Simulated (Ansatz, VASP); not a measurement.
# Two plane-wave programs on Fe3PdC

Contents of INCAR:

```
SYSTEM = Fe3PdC
PREC     = Accurate       ! precision mode
ENCUT    = 520            ! plane-wave cutoff, eV
EDIFF    = 1E-6           ! SCF threshold, eV
ISMEAR   = 0              ! smearing method
SIGMA    = 0.1            ! smearing width, eV
LREAL    = .False.        ! projectors in reciprocal space
LASPH    = .True.         ! aspherical terms in the spheres
NELM     = 150            ! most SCF steps
ALGO     = Normal         ! electronic algorithm
ISIF     = 2              ! what is computed and relaxed
LWAVE    = .False.        ! write WAVECAR
LCHARG   = .False.        ! write CHGCAR
ISPIN    = 2              ! spin polarisation
MAGMOM   = 0 0 4.5 4.5 4.5 ! initial moments
LORBIT   = 11             ! projections on sites
LMAXMIX  = 4              ! l up to which the mixer works
GGA      = PE             ! functional
NBANDS   = 31             ! bands
```

The input KPOINTS:

```
regular mesh
0
Gamma
  10 10 10
  0 0 0
```

POSCAR

```
Fe3PdC
1.0
    3.8552527270      0.0000000000      0.0000000000
    0.0000000000      3.8552527270      0.0000000000
    0.0000000000      0.0000000000      3.8552527270
Pd C Fe
1 1 3
Direct
    0.0000000000      0.0000000000      0.0000000000
    0.5000000000      0.5000000000      0.5000000000
    0.5000000000      0.5000000000      0.0000000000
    0.5000000000      0.0000000000      0.5000000000
    0.0000000000      0.5000000000      0.5000000000
```

Input for Ansatz:

```yaml
crystal:
  lattice:
    - [3.855252727, 0.0, 0.0]
    - [0.0, 3.855252727, 0.0]
    - [0.0, 0.0, 3.855252727]
  atoms:
    - { symbol: Pd, position: [0.0, 0.0, 0.0] }
    - { symbol: C, position: [0.5, 0.5, 0.5] }
    - { symbol: Fe, position: [0.5, 0.5, 0.0], spin: 4.5 }
    - { symbol: Fe, position: [0.5, 0.0, 0.5], spin: 4.5 }
    - { symbol: Fe, position: [0.0, 0.5, 0.5], spin: 4.5 }
basis:
  ecutwfc: 420
kpoints:
  mp_grid: { grid: [10, 10, 10] }
hamiltonian:
  xc: pbe
scf:
  occupations: { method: gaussian, width: 0.1 }
  lower_state_search: "off"
output:
  forces: true
  stress: true
  eigenvalues: true
  populations: true
  write_density: true
  write_potential: true
  elf: true
  volumetric_format: npy
magnetization:
  spin_polarized: true
```

Alike in both runs: task single point; functional PBE; k mesh 10 × 10 × 10; occupations gaussian, width 0.1 eV; collinear spin.

```csv
,VASP,Ansatz
version,VASP 6.6.1,Ansatz 0.2.0
potentials or method,"VASP PAW PBE potentials, release 64 (Pd, C, Fe), cutoff 520 eV","scalar-relativistic, plane waves, PAW"
valence electrons in the cell,38,70
```

Ansatz gave:

* gap on the k mesh at the Fermi level (eV): none
* pressure (GPa): 0.0
* net moment per atom (μB): 1.51
* size of the moment on the site where the two differ most (μB): 2.25

Task: What did VASP give for the same quantities?

Result: gap on the k mesh at the Fermi level (eV): none; pressure (GPa): 0.4; net moment per atom (μB): 1.50; size of the moment on the site where the two differ most (μB): 2.41.

Site moments also hang on the region over which each program counts them. A gap of «none» marks a metal or a gap that the smearing closes. VASP's potentials hold 38 valence electrons a cell and Ansatz's 70, so a difference there can come from the potentials and not from the codes.
